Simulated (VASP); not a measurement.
# GaN (P4/nmm) in VASP: density of states with PBE

Aim: the density of states of GaN with PBE.

All numbers are computed with VASP 6.6.1; they aren't measurements. Logs are shortened: lines on timing, memory, paths and dates and some standing lists are left out, and cuts for length are marked.

### 1 The cell of the first run

Symmetry: P4/nmm, No. 129, tetragonal system. The conventional cell has a = 3.760 Å, b = 3.760 Å, c = 3.819 Å, α = 90.00°, β = 90.00°, γ = 90.00°. Within 2.6 Å of Ga (site symmetry -4m2) lie 4 N at 2.00 Å. N (site symmetry 4mm) has 4 Ga at 2.00 Å within 2.6 Å.

### 2 Density of states, PBE

Input file POSCAR:

```
GaN
1.0
    3.7596437751      0.0000000000      0.0000000000
    0.0000000000      3.7596437751      0.0000000000
    0.0000000000      0.0000000000      3.8189968426
Ga N
2 2
Direct
    0.0000000000      0.0000000000      0.5000000000
    0.5000000000      0.5000000000      0.5000000000
    0.5000000000      0.0000000000      0.6786124750
    0.0000000000      0.5000000000      0.3213875250
```

Input file INCAR.step1:

```
ALGO = Normal
EDIFF = 1E-6
ENCUT = 520
GGA = PE
ISIF = 2
ISMEAR = 0
LASPH = True
LCHARG = True
LREAL = False
LWAVE = False
NBANDS = 26
NELM = 80
PREC = Accurate
SIGMA = 0.02
```

Input file KPOINTS.step1:

```
k-points
0
Gamma
  8 8 8
```

Input file INCAR.step2:

```
ALGO = Normal
EDIFF = 1E-6
ENCUT = 520
GGA = PE
ICHARG = 11
ISIF = 2
ISMEAR = -5
LASPH = True
LCHARG = False
LORBIT = 11
LREAL = False
LWAVE = False
NBANDS = 26
NEDOS = 2001
NELM = 80
PREC = Accurate
SIGMA = 0.02
```

Input file KPOINTS.step2:

```
k-points
0
Gamma
  12 12 12
```

Potentials or basis: VASP PAW PBE potentials, release 64 (Ga_d, N).

On the command line:

```sh
cat potpaw_PBE.64/Ga_d/POTCAR potpaw_PBE.64/N/POTCAR > POTCAR
cp INCAR.step1 INCAR
cp KPOINTS.step1 KPOINTS
mpirun -np 1 vasp_std > vasp.out
cp INCAR.step2 INCAR
cp KPOINTS.step2 KPOINTS
mpirun -np 1 vasp_std > vasp.out
```

OUTCAR:

```text
EDIFF = 1E-6
   ENCUT = 520
   GGA = PE
   ICHARG = 11
   ISIF = 2
   ISMEAR = -5
   LASPH = True
   LORBIT = 11
   LREAL = False
   NELM = 80
   PREC = Accurate

 ion  position               nearest neighbor table
   1  0.000  0.000  0.500-   3 2.00   4 2.00   4 2.00   3 2.00   2 2.66   2 2.66   2 2.66   2 2.66

   2  0.500  0.500  0.500-   3 2.00   4 2.00   3 2.00   4 2.00   1 2.66   1 2.66   1 2.66   1 2.66

   3  0.500  0.000  0.679-   1 2.00   2 2.00   2 2.00   1 2.00
   4  0.000  0.500  0.321-   1 2.00   2 2.00   1 2.00   2 2.00

  LATTYP: Found a simple tetragonal cell.
 ALAT       =     3.7596437751
 C/A-ratio  =     1.0157868860

  Lattice vectors:

 A1 = (   3.7596437751,   0.0000000000,   0.0000000000)
 A2 = (   0.0000000000,   3.7596437751,   0.0000000000)
 A3 = (   0.0000000000,   0.0000000000,   3.8189968426)

Analysis of symmetry for initial positions (statically):
=====================================================================
 Subroutine PRICEL returns:
 Original cell was already a primitive cell.

 Routine SETGRP: Setting up the symmetry group for a
 simple tetragonal supercell.

 Subroutine GETGRP returns: Found 16 space group operations
 (whereof  8 operations were pure point group operations)
 out of a pool of 16 trial point group operations.

The static configuration has the point symmetry D_2d.
 The point group associated with its full space group is D_4h.

Analysis of symmetry for dynamics (positions and initial velocities):
=====================================================================
 Subroutine PRICEL returns:
 Original cell was already a primitive cell.

 Routine SETGRP: Setting up the symmetry group for a
 simple tetragonal supercell.

 Subroutine GETGRP returns: Found 16 space group operations
 (whereof  8 operations were pure point group operations)
 out of a pool of 16 trial point group operations.

The dynamic configuration has the point symmetry D_2d.
 The point group associated with its full space group is D_4h.

 Subroutine INISYM returns: Found 16 space group operations
 (whereof  8 operations are pure point group operations),
 and found     1 'primitive' translations

----------------------------------------------------------------------------------------

                                     Primitive cell

  volume of cell :      53.9812

  direct lattice vectors                    reciprocal lattice vectors
     3.759643775  0.000000000  0.000000000     0.265982646  0.000000000  0.000000000
     0.000000000  3.759643775  0.000000000     0.000000000  0.265982646  0.000000000
     0.000000000  0.000000000  3.818996843     0.000000000  0.000000000  0.261848868

  length of vectors
     3.759643775  3.759643775  3.818996843     0.265982646  0.265982646  0.261848868

  position of ions in fractional coordinates (direct lattice)
     0.000000000  0.000000000  0.500000000
     0.500000000  0.500000000  0.500000000
     0.500000000  0.000000000  0.678612475
     0.000000000  0.500000000  0.321387525

  ion indices of the primitive-cell ions
   primitive index   ion index
                 1           1
                 2           2
                 3           3
                 4           4

----------------------------------------------------------------------------------------

 KPOINTS: k-points

Automatic generation of k-mesh.
 Grid dimensions read from file:
 generate k-points for:   12   12   12

 Generating k-lattice:

  Cartesian coordinates                     Fractional coordinates (reciprocal lattice)
     0.022165221  0.000000000  0.000000000     0.083333333  0.000000000  0.000000000
     0.000000000  0.022165221  0.000000000     0.000000000  0.083333333  0.000000000
     0.000000000  0.000000000  0.021820739     0.000000000  0.000000000  0.083333333

  Length of vectors
     0.022165221  0.022165221  0.021820739

  Shift w.r.t. Gamma in fractional coordinates (k-lattice)
     0.000000000  0.000000000  0.000000000

 TETIRR: Found   2592 inequivalent tetrahedra from    10368

 Subroutine IBZKPT returns following result:
 ===========================================

 Found    196 irreducible k-points:

 Following reciprocal coordinates:
            Coordinates               Weight
  0.000000  0.000000  0.000000      1.000000
  0.083333  0.000000  0.000000      4.000000
  0.166667  0.000000  0.000000      4.000000
  0.250000  0.000000  0.000000      4.000000
  0.333333  0.000000  0.000000      4.000000
  0.416667  0.000000  0.000000      4.000000
[... 16 lines left out ...]
  0.333333  0.333333  0.000000      4.000000
  0.416667  0.333333  0.000000      8.000000
 [... further k-points ...]
   k-points           NKPTS =    196   k-points in BZ     NKDIM =    196   number of bands    NBANDS=     26
   number of dos      NEDOS =   2001   number of ions     NIONS =      4
   total plane-waves  NPLWV =  21952
   dimension x,y,z NGX =    28 NGY =   28 NGZ =   28
   dimension x,y,z NGXF=    56 NGYF=   56 NGZF=   56
   ions per type =               2   2
   NGX,Y,Z   is equivalent  to a cutoff of  12.38, 12.38, 12.19 a.u.
   NGXF,Y,Z  is equivalent  to a cutoff of  24.76, 24.76, 24.38 a.u.
 SYSTEM =  unknown system
   PREC   = accura    normal or accurate (medium, high low for compatibility)
   ISTART =      0    job   : 0-new  1-cont  2-samecut
   ICHARG =     11    charge: 1-file 2-atom 10-const
   ISPIN  =      1    spin polarized calculation?
   LNONCOLLINEAR =      F non collinear calculations
   LSORBIT =      F    spin-orbit coupling
   LASPH  =      T    aspherical Exc in radial PAW
   ENCUT  =  520.0 eV  38.22 Ry    6.18 a.u.   6.99  6.99  7.10*2*pi/ulx,y,z
   NELM   =     80;   NELMIN=  2; NELMDL=  0     # of ELM steps
   EDIFF  = 0.1E-05   stopping-criterion for ELM
   LREAL  =      F    real-space projection
   EDIFFG = 0.1E-04   stopping-criterion for IOM
   NSW    =      0    number of steps for IOM
   IBRION =     -1    ionic relax: 0-MD 1-quasi-New 2-CG
   NFREE  =      0    steps in history (QN), initial steepest desc. (CG)
   ISIF   =      2    stress and relaxation
   ISYM   =      2    0-nonsym 1-usesym 2-fastsym
   POTIM  = 0.5000    time-step for ionic-motion
   TEBEG  =    0.0;   TEEND  =   0.0 temperature during run
   PSTRESS=    0.0 pullay stress
   NELECT =      36.0000    total number of electrons
   NUPDOWN=      -1.0000    fix difference up-down
   EMIN   =  10.00;   EMAX   =-10.00  energy-range for DOS
   EFERMI =   0.00;   METHOD = LEGACY
   ISMEAR =    -5;   SIGMA  =   0.02  broadening in eV -4-tet -1-fermi 0-gaus
   EFERMI_NEDOS =   21; number of points for ismear=-14 and -15
   IALGO  =     38    algorithm
   IMIX   =      4    mixing-type and parameters
     AMIX     =   0.40;   BMIX     =  1.00
     AMIX_MAG =   1.60;   BMIX_MAG =  1.00
  volume/ion in A,a.u.               =      13.50        91.07
  Fermi-wavevector in a.u.,A,eV,Ry     =   1.430303  2.702881 27.834352  2.045767
  Thomas-Fermi vector in A             =   2.550163
   LORBIT       =     11    0 simple, 1 ext, 2 COOP (PROOUT), +10 PAW based schemes
   GGA     = PE    functional components
   LHFCALC =     F    Hartree Fock is set to
   AEXX    =    0.0000 exact exchange contribution
   IVDW    =     0    specifies the selected vdW correction
   LEPSILON=     F    determine dielectric tensor
   LRPA    =     F    only Hartree local field effects (RPA)
 non-spin polarized calculation
 Fermi weights with tetrahedron method with Bloechl corrections
  energy-cutoff  :      520.00
  volume of cell :       53.98
 maximum number of plane-waves:      1480
 NGX is ok and might be reduce to    28

 number of electron      36.0000029 magnetization

 Free energy of the ion-electron system (eV)
  ---------------------------------------------------
  ext. energy  EPLUGINS =         0.00000000
  ---------------------------------------------------
  free energy    TOTEN  =       -21.34639255 eV

  energy without entropy =      -21.34639255  energy(sigma->0) =      -21.34639255

 E-fermi :   3.7679     XC(G=0): -10.6368

 val. band max:        3.7600629807   @ k =   0.2500   0.2500   0.0000
 cond. band min:       4.5891835172   @ k =   0.0000   0.0000   0.0000
 fundamental gap:      0.8291205366
 Fermi energy:         3.7678814707

 k-point     1 :       0.0000    0.0000    0.0000
  band No.  band energies     occupation
      1     -12.4934      2.00000
      2     -11.8884      2.00000
      3     -10.5773      2.00000
      4     -10.4309      2.00000
      5     -10.4309      2.00000
      6     -10.1960      2.00000
[... 18 lines left out ...]
     25      15.2880      0.00000
     26      16.6475      0.00000

 k-point     2 :       0.0833    0.0000    0.0000
  band No.  band energies     occupation
      1     -12.4466      2.00000
      2     -11.8684      2.00000
      3     -10.5686      2.00000
      4     -10.4314      2.00000
      5     -10.4255      2.00000
      6     -10.2035      2.00000
[... 18 lines left out ...]
     25      15.1945      0.00000
     26      15.5865      0.00000

 k-point     3 :       0.1667    0.0000    0.0000
  band No.  band energies     occupation
      1     -12.3124      2.00000
      2     -11.8120      2.00000
      3     -10.5427      2.00000
      4     -10.4315      2.00000
      5     -10.4098      2.00000
      6     -10.2233      2.00000
[... 18 lines left out ...]
     25      14.7634      0.00000
     26      14.9517      0.00000

 k-point     4 :       0.2500    0.0000    0.0000
  band No.  band energies     occupation
      1     -12.1111      2.00000
      2     -11.7299      2.00000
      3     -10.5008      2.00000
      4     -10.4274      2.00000
      5     -10.3838      2.00000
      6     -10.2501      2.00000
[... 18 lines left out ...]
     25      14.6122      0.00000
     26      15.1129      0.00000

 k-point     5 :       0.3333    0.0000    0.0000
  band No.  band energies     occupation
      1     -11.8829      2.00000
      2     -11.6418      2.00000
      3     -10.4461      2.00000
      4     -10.4144      2.00000
      5     -10.3466      2.00000
      6     -10.2787      2.00000
[... 18 lines left out ...]
     25      14.2508      0.00000
     26      15.5933      0.00000

 k-point     6 :       0.4167    0.0000    0.0000
  band No.  band energies     occupation
      1     -11.6880      2.00000
      2     -11.5789      2.00000
      3     -10.3884      2.00000
      4     -10.3872      2.00000
      5     -10.3098      2.00000
      6     -10.2945      2.00000
[... 427 lines left out ...]
 k-point    21 :       0.4167    0.2500    0.0000
  band No.  band energies     occupation
      1     -11.4199      2.00000
      2     -11.3674      2.00000
      3     -10.5454      2.00000
      4     -10.4530      2.00000
      5     -10.3795      2.00000
      6     -10.3213      2.00000
[... 18 lines left out ...]
     25      14.9918      0.00000
     26      15.0073      0.00000

 k-point    22 :       0.5000    0.2500    0.0000
  band No.  band energies     occupation
      1     -11.3482      2.00000
      2     -11.3482      2.00000
      3     -10.5094      2.00000
      4     -10.5094      2.00000
      5     -10.3592      2.00000
      6     -10.3592      2.00000
[... 18 lines left out ...]
     25      15.0056      0.00000
     26      15.0057      0.00000

 k-point    23 :       0.3333    0.3333    0.0000
  band No.  band energies     occupation
      1     -11.4073      2.00000
      2     -11.3379      2.00000
      3     -10.5781      2.00000
      4     -10.4510      2.00000
      5     -10.3930      2.00000
      6     -10.2908      2.00000
[... 18 lines left out ...]
     25      14.7295      0.00000
     26      14.7454      0.00000

 k-point    24 :       0.4167    0.3333    0.0000
  band No.  band energies     occupation
      1     -11.2774      2.00000
      2     -11.2509      2.00000
      3     -10.5791      2.00000
      4     -10.5112      2.00000
      5     -10.3879      2.00000
      6     -10.3152      2.00000
[... 18 lines left out ...]
     25      14.6062      0.00000
     26      14.6171      0.00000

 [... further k-points ...]

------------------------ aborting loop because EDIFF is reached ----------------------------------------

  FORCE on cell =-STRESS in cart. coord.  units (eV):
  Direction    XX          YY          ZZ          XY          YZ          ZX
  --------------------------------------------------------------------------------------
  -------------------------------------------------------------------------------------
  Total        0.0363875      0.0363875     -0.0970637      0.0000000      0.0000000      0.0000000
  in kB        1.0799912      1.0799912     -2.8808780      0.0000000      0.0000000      0.0000000
  external PRESSURE =      -0.2402985 kB  Pullay stress =       0.0000000 kB

 VOLUME and BASIS-vectors are now :
 -----------------------------------------------------------------------------
  energy-cutoff  :      520.00
  volume of cell :       53.98
      direct lattice vectors                 reciprocal lattice vectors
     3.759643775  0.000000000  0.000000000     0.265982646  0.000000000  0.000000000
     0.000000000  3.759643775  0.000000000     0.000000000  0.265982646  0.000000000
     0.000000000  0.000000000  3.818996843     0.000000000  0.000000000  0.261848868

 POSITION                                       TOTAL-FORCE (eV/Angst)
 -----------------------------------------------------------------------------------
      0.00000      0.00000      1.90950         0.000000      0.000000      0.000000
      1.87982      1.87982      1.90950         0.000000      0.000000      0.000000
      1.87982      0.00000      2.59162         0.000000     -0.000000      0.016295
      0.00000      1.87982      1.22738         0.000000     -0.000000     -0.016295
 -----------------------------------------------------------------------------------
    total drift:                                0.000000      0.000000      0.000000

  FREE ENERGIE OF THE ION-ELECTRON SYSTEM (eV)
  ---------------------------------------------------
  free  energy   TOTEN  =       -21.3463925520 eV

  energy  without entropy=      -21.3463925520  energy(sigma->0) =      -21.34639255

 total charge

# of ion       s       p       d       tot
------------------------------------------
    1        0.757   0.778  10.180  11.715
    2        0.757   0.778  10.180  11.715
    3        1.250   2.440   0.000   3.690
    4        1.250   2.440   0.000   3.690
--------------------------------------------------
tot          4.013   6.437  20.361  30.811
```

Run time: 1.8 min. Hardware: 1 thread of Intel Xeon 6975P-C (Granite Rapids), shared host; peak memory 0.31 GiB.

What came out:

```
Valence electrons inside the program's atomic spheres : Ga 11.71; N 3.69
```

Levels at points of the mesh, in eV from the valence-band top:
| k point | band 14 | band 15 | band 16 | band 17 | band 18 | band 19 | band 20 | band 21 | band 22 | band 23 |
| --- | --- | --- | --- | --- | --- | --- | --- | --- | --- | --- |
| (0.00, 0.00, 0.00) | -4.87 | -1.62 | -0.99 | -0.99 | -0.72 | 0.83 | 1.21 | 4.93 | 9.17 | 11.28 |
| (0.50, 0.00, 0.00) | -4.95 | -2.91 | -2.91 | -0.57 | -0.57 | 4.30 | 4.30 | 6.37 | 6.37 | 9.96 |
| (0.50, 0.50, 0.00) | -7.36 | -1.17 | -1.17 | -0.98 | -0.98 | 5.36 | 5.36 | 7.73 | 7.73 | 9.01 |
| (0.00, 0.00, 0.50) | -4.57 | -3.01 | -2.07 | -1.19 | -1.19 | 1.78 | 3.97 | 5.69 | 5.79 | 10.06 |
| (0.50, 0.00, 0.50) | -5.51 | -2.74 | -2.74 | -0.75 | -0.75 | 3.09 | 3.09 | 7.82 | 7.82 | 8.69 |
| (0.50, 0.50, 0.50) | -6.84 | -2.29 | -2.29 | -2.13 | -2.13 | 6.21 | 6.21 | 7.65 | 7.65 | 8.13 |
